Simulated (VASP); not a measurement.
# V in VASP: a series of runs

Runs on V. Level: LDA. Tasks: single point.

All numbers are computed with VASP 6.6.1; they aren't measurements. Logs are shortened: lines on timing, memory, paths and dates and some standing lists are left out, and cuts for length are marked.

## Step 1: The cell of the first run

The typed cell holds 2 atoms: a = 4.719 Å, b = 4.719 Å, c = 2.835 Å, α = 96.38°, β = 96.38°, γ = 150.06°.

## Step 2: Single point, LDA (volume scaled by 1.12)

The input, INCAR:

```
SYSTEM = V
PREC = Accurate
ENCUT = 520
EDIFF = 1E-7
ISMEAR = -1
SIGMA = 0.1
LREAL = .False.
LASPH = .True.
NELM = 60
ALGO = Normal
ISIF = 2
LWAVE = .False.
LCHARG = .True.
LELF = .True.
LVHAR = .True.
NBANDS = 20
```

The input, KPOINTS:

```
Automatic mesh
0
Gamma
  17 17 14
  0 0 0
```

The input, POSCAR:

```
V
1.0
   -3.2235332889      3.2235087961      1.2190822685
    3.2235087961     -3.2235332889      1.2190822685
    1.8095324742      1.8095324742     -1.2191271271
V
2
Direct
    0.0000074908      0.9999925092      1.0000000000
    0.7499925092      0.2500074908      0.5000000000
```

Potentials or basis: VASP PAW LDA potentials, release 64 (V_sv).

Run with:

```console
$ cat potpaw_LDA.64/V_sv/POTCAR > POTCAR
$ mpirun -np 1 vasp_std > vasp.out
```

OUTCAR:

```text
SYSTEM = V
   PREC = Accurate
   ENCUT = 520
   EDIFF = 1E-7
   ISMEAR = -1
   LREAL = .False.
   LASPH = .True.
   NELM = 60
   ISIF = 2

 ion  position               nearest neighbor table
   1  0.000  1.000  0.000-   2 2.68   2 2.68   2 2.68   2 2.68
   2  0.750  0.250  0.500-   1 2.68   1 2.68   1 2.68   1 2.68

  Warning from LATTYP: Got some problem with cell dimensions!
  Tried to take original basis but could not verify dimensions!
  LATTYP: Found a base centered monoclinic cell.
 ALAT       =     2.4381645372
 B/A-ratio  =     3.7394910042
 C/A-ratio  =     1.1625765675
 COS(beta)  =    -0.4300505485

  Lattice vectors:

 A1 = (   3.2235332889,  -3.2235087961,  -1.2190822685)
 A2 = (  -3.2235087961,   3.2235332889,  -1.2190822685)
 A3 = (   1.8095079814,   1.8095079814,   1.2190374099)

Analysis of symmetry for initial positions (statically):
=====================================================================
 Subroutine PRICEL returns:
 Original cell was already a primitive cell.

 Routine SETGRP: Setting up the symmetry group for a
 base centered monoclinic supercell.

 Subroutine GETGRP returns: Found  4 space group operations
 (whereof  2 operations were pure point group operations)
 out of a pool of  4 trial point group operations.

The static configuration has the point symmetry C_2 .
 The point group associated with its full space group is C_2h.

Analysis of symmetry for dynamics (positions and initial velocities):
=====================================================================
 Subroutine PRICEL returns:
 Original cell was already a primitive cell.

 Routine SETGRP: Setting up the symmetry group for a
 base centered monoclinic supercell.

 Subroutine GETGRP returns: Found  4 space group operations
 (whereof  2 operations were pure point group operations)
 out of a pool of  4 trial point group operations.

The dynamic configuration has the point symmetry C_2 .
 The point group associated with its full space group is C_2h.

 Subroutine INISYM returns: Found  4 space group operations
 (whereof  2 operations are pure point group operations),
 and found     1 'primitive' translations

----------------------------------------------------------------------------------------

                                     Primitive cell

  volume of cell :      28.4438

  direct lattice vectors                    reciprocal lattice vectors
    -3.223533289  3.223508796  1.219082269     0.060608306  0.215718198  0.410147368
     3.223508796 -3.223533289  1.219082269     0.215718198  0.060608306  0.410147368
     1.809532474  1.809532474 -1.219127127     0.276316336  0.276316336  0.000005552

  length of vectors
     4.718933926  4.718933926  2.834622815     0.467363425  0.467363425  0.390770311

  position of ions in fractional coordinates (direct lattice)
     0.000007491  0.999992509  0.000000000
     0.749992509  0.250007491  0.500000000

  ion indices of the primitive-cell ions
   primitive index   ion index
                 1           1
                 2           2

----------------------------------------------------------------------------------------

 KPOINTS: Automatic mesh

Automatic generation of k-mesh.
 Grid dimensions read from file:
 generate k-points for:   17   17   14

 Generating k-lattice:

  Cartesian coordinates                     Fractional coordinates (reciprocal lattice)
     0.003565194  0.012689306  0.024126316     0.058823529 -0.000000000  0.000000000
     0.012689306  0.003565194  0.024126316    -0.000000000  0.058823529  0.000000000
     0.019736881  0.019736881  0.000000397     0.000000000  0.000000000  0.071428571

  Length of vectors
     0.027491966  0.027491966  0.027912165

  Shift w.r.t. Gamma in fractional coordinates (k-lattice)
     0.000000000  0.000000000  0.000000000

 Subroutine IBZKPT returns following result:
 ===========================================

 Found   1080 irreducible k-points:

 Following reciprocal coordinates:
            Coordinates               Weight
  0.000000  0.000000  0.000000      1.000000
  0.058824  0.000000 -0.000000      4.000000
  0.117647  0.000000 -0.000000      4.000000
  0.176471  0.000000 -0.000000      4.000000
  0.235294  0.000000 -0.000000      4.000000
  0.294118 -0.000000  0.000000      4.000000
[... 16 lines left out ...]
 -0.176471  0.058824  0.000000      4.000000
 -0.117647  0.058824 -0.000000      4.000000
 [... further k-points ...]
   k-points           NKPTS =   1080   k-points in BZ     NKDIM =   1080   number of bands    NBANDS=     20
   number of dos      NEDOS =    301   number of ions     NIONS =      2
   total plane-waves  NPLWV =  31104
   dimension x,y,z NGX =    36 NGY =   36 NGZ =   24
   dimension x,y,z NGXF=    72 NGYF=   72 NGZF=   48
   ions per type =               2
   NGX,Y,Z   is equivalent  to a cutoff of  12.68, 12.68, 14.08 a.u.
   NGXF,Y,Z  is equivalent  to a cutoff of  25.37, 25.37, 28.15 a.u.
 SYSTEM =  V
   PREC   = accura    normal or accurate (medium, high low for compatibility)
   ISTART =      0    job   : 0-new  1-cont  2-samecut
   ICHARG =      2    charge: 1-file 2-atom 10-const
   ISPIN  =      1    spin polarized calculation?
   LNONCOLLINEAR =      F non collinear calculations
   LSORBIT =      F    spin-orbit coupling
   LASPH  =      T    aspherical Exc in radial PAW
   ENCUT  =  520.0 eV  38.22 Ry    6.18 a.u.   8.77  8.77  5.27*2*pi/ulx,y,z
   NELM   =     60;   NELMIN=  2; NELMDL= -5     # of ELM steps
   EDIFF  = 0.1E-06   stopping-criterion for ELM
   LREAL  =      F    real-space projection
   EDIFFG = 0.1E-05   stopping-criterion for IOM
   NSW    =      0    number of steps for IOM
   IBRION =     -1    ionic relax: 0-MD 1-quasi-New 2-CG
   NFREE  =      0    steps in history (QN), initial steepest desc. (CG)
   ISIF   =      2    stress and relaxation
   ISYM   =      2    0-nonsym 1-usesym 2-fastsym
   POTIM  = 0.5000    time-step for ionic-motion
   TEBEG  =    0.0;   TEEND  =   0.0 temperature during run
   PSTRESS=    0.0 pullay stress
   NELECT =      26.0000    total number of electrons
   NUPDOWN=      -1.0000    fix difference up-down
   EMIN   =  10.00;   EMAX   =-10.00  energy-range for DOS
   EFERMI =   0.00;   METHOD = LEGACY
   ISMEAR =    -1;   SIGMA  =   0.10  broadening in eV -4-tet -1-fermi 0-gaus
   EFERMI_NEDOS =   21; number of points for ismear=-14 and -15
   IALGO  =     38    algorithm
   IMIX   =      4    mixing-type and parameters
     AMIX     =   0.40;   BMIX     =  1.00
     AMIX_MAG =   1.60;   BMIX_MAG =  1.00
  volume/ion in A,a.u.               =      14.22        95.97
  Fermi-wavevector in a.u.,A,eV,Ry     =   1.588804  3.002404 34.345157  2.524298
  Thomas-Fermi vector in A             =   2.687751
   LORBIT       =      0    0 simple, 1 ext, 2 COOP (PROOUT), +10 PAW based schemes
   GGA     = CA    functional components
   LHFCALC =     F    Hartree Fock is set to
   AEXX    =    0.0000 exact exchange contribution
   IVDW    =     0    specifies the selected vdW correction
   LEPSILON=     F    determine dielectric tensor
   LRPA    =     F    only Hartree local field effects (RPA)
 non-spin polarized calculation
  energy-cutoff  :      520.00
  volume of cell :       28.44
 maximum number of plane-waves:       787
   NGX = 17   NGY = 17   NGZ = 11

 number of electron      25.9999989 magnetization

 Free energy of the ion-electron system (eV)
  ---------------------------------------------------
  ext. energy  EPLUGINS =         0.00000000
  ---------------------------------------------------
  free energy    TOTEN  =       -19.53467052 eV

  energy without entropy =      -19.44056262  energy(sigma->0) =      -19.48761657

 E-fermi :   8.9738     XC(G=0): -12.9115

 val. band max:        8.9736793695   @ k =  -0.3529   0.4706   0.4286
 cond. band min:       8.9742167875   @ k =   0.4118   0.1765   0.1429
 fundamental gap:      0.0005374181
 Fermi energy:         8.9737653136

 k-point     1 :       0.0000    0.0000    0.0000
  band No.  band energies     occupation
      1     -54.2044      2.00000
      2     -54.0693      2.00000
      3     -28.7803      2.00000
      4     -28.2149      2.00000
      5     -28.0696      2.00000
      6     -28.0663      2.00000
[... 12 lines left out ...]
     19      11.6338      0.00000
     20      12.0506      0.00000

 k-point     2 :       0.0588    0.0000   -0.0000
  band No.  band energies     occupation
      1     -54.1966      2.00000
      2     -54.0637      2.00000
      3     -28.7695      2.00000
      4     -28.2179      2.00000
      5     -28.0746      2.00000
      6     -28.0657      2.00000
[... 12 lines left out ...]
     19      11.8669      0.00000
     20      12.1943      0.00000

 k-point     3 :       0.1176    0.0000   -0.0000
  band No.  band energies     occupation
      1     -54.1742      2.00000
      2     -54.0476      2.00000
      3     -28.7384      2.00000
      4     -28.2268      2.00000
      5     -28.0914      2.00000
      6     -28.0636      2.00000
[... 12 lines left out ...]
     19      11.9019      0.00000
     20      12.8903      0.00000

 k-point     4 :       0.1765    0.0000   -0.0000
  band No.  band energies     occupation
      1     -54.1399      2.00000
      2     -54.0233      2.00000
      3     -28.6912      2.00000
      4     -28.2429      2.00000
      5     -28.1319      2.00000
      6     -28.0625      2.00000
[... 12 lines left out ...]
     19      11.8348      0.00000
     20      13.6863      0.00000

 k-point     5 :       0.2353    0.0000   -0.0000
  band No.  band energies     occupation
      1     -54.0979      2.00000
      2     -53.9942      2.00000
      3     -28.6353      2.00000
      4     -28.3011      2.00000
      5     -28.2465      2.00000
      6     -28.1826      2.00000
[... 12 lines left out ...]
     19      11.7338      0.00000
     20      14.3564      0.00000
[... 353 lines left out ...]
      6     -28.1831      2.00000
[... 12 lines left out ...]
     19      11.6798      0.00000
     20      13.8820      0.00000

 k-point    22 :      -0.2353    0.0588    0.0000
  band No.  band energies     occupation
      1     -54.1359      2.00000
      2     -54.0274      2.00000
      3     -28.6719      2.00000
      4     -28.2407      2.00000
      5     -28.1468      2.00000
      6     -28.0705      2.00000
[... 12 lines left out ...]
     19      11.8062      0.00000
     20      13.3718      0.00000

 k-point    23 :      -0.1765    0.0588    0.0000
  band No.  band energies     occupation
      1     -54.1710      2.00000
      2     -54.0509      2.00000
      3     -28.7222      2.00000
      4     -28.2237      2.00000
      5     -28.1057      2.00000
      6     -28.0710      2.00000
[... 12 lines left out ...]
     19      11.8922      0.00000
     20      12.7380      0.00000

 k-point    24 :      -0.1176    0.0588   -0.0000
  band No.  band energies     occupation
      1     -54.1943      2.00000
      2     -54.0660      2.00000
      3     -28.7580      2.00000
      4     -28.2156      2.00000
      5     -28.0841      2.00000
      6     -28.0713      2.00000
[... 12 lines left out ...]
     19      11.8612      0.00000
     20      12.1623      0.00000

 [... further k-points ...]
[... 5 lines left out ...]
  --------------------------------------------------------------------------------------
  -------------------------------------------------------------------------------------
  Total       -3.2354811     -3.2354811     -3.1984626     -0.0859529      0.0001346      0.0001346
  in kB     -182.2478809   -182.2478809   -180.1627094     -4.8415485      0.0075812      0.0075825
  external PRESSURE =    -181.5528237 kB  Pullay stress =       0.0000000 kB

 VOLUME and BASIS-vectors are now :
 -----------------------------------------------------------------------------
  energy-cutoff  :      520.00
  volume of cell :       28.44
      direct lattice vectors                 reciprocal lattice vectors
    -3.223533289  3.223508796  1.219082269     0.060608306  0.215718198  0.410147368
     3.223508796 -3.223533289  1.219082269     0.215718198  0.060608306  0.410147368
     1.809532474  1.809532474 -1.219127127     0.276316336  0.276316336  0.000005552

 POSITION                                       TOTAL-FORCE (eV/Angst)
 -----------------------------------------------------------------------------------
      3.22346     -3.22348      1.21908         0.000518     -0.000518     -0.000000
     -0.70696      2.51647      0.60952        -0.000518      0.000518      0.000000
 -----------------------------------------------------------------------------------
    total drift:                               -0.000000     -0.000000      0.000000

  FREE ENERGIE OF THE ION-ELECTRON SYSTEM (eV)
  ---------------------------------------------------
  free  energy   TOTEN  =       -19.5346705244 eV

  energy  without entropy=      -19.4405626210  energy(sigma->0) =      -19.48761657
```

Wall time 11 min (1 thread of Intel Xeon 6975P-C (Granite Rapids), shared host); peak memory 0.56 GiB.

What came out:

| Property | Result |
| --- | --- |
| Free energy | -19.5347 eV |
| Pressure | -18.2 GPa |
| Band gap on the k mesh | zero (band 13 reaches 9.84 eV, above the bottom of band 14 at 7.92 eV) |

Stress tensor (GPa, compression positive):
```
-18.22  -0.48   0.00
 -0.48 -18.22   0.00
  0.00   0.00 -18.02
```

Levels at points of the mesh, in eV from the Fermi level:
| k point | band 10 | band 11 | band 12 | band 13 | band 14 | band 15 | band 16 | band 17 |
| --- | --- | --- | --- | --- | --- | --- | --- | --- |
| (0.00, 0.00, 0.00) | -3.12 | -0.84 | -0.81 | 0.57 | 0.59 | 0.59 | 1.88 | 1.88 |
| (0.00, 0.00, 0.50) | -2.48 | -1.45 | -1.45 | -1.06 | -1.06 | 2.60 | 2.60 | 3.30 |

(Continued in part 2 of 2.)
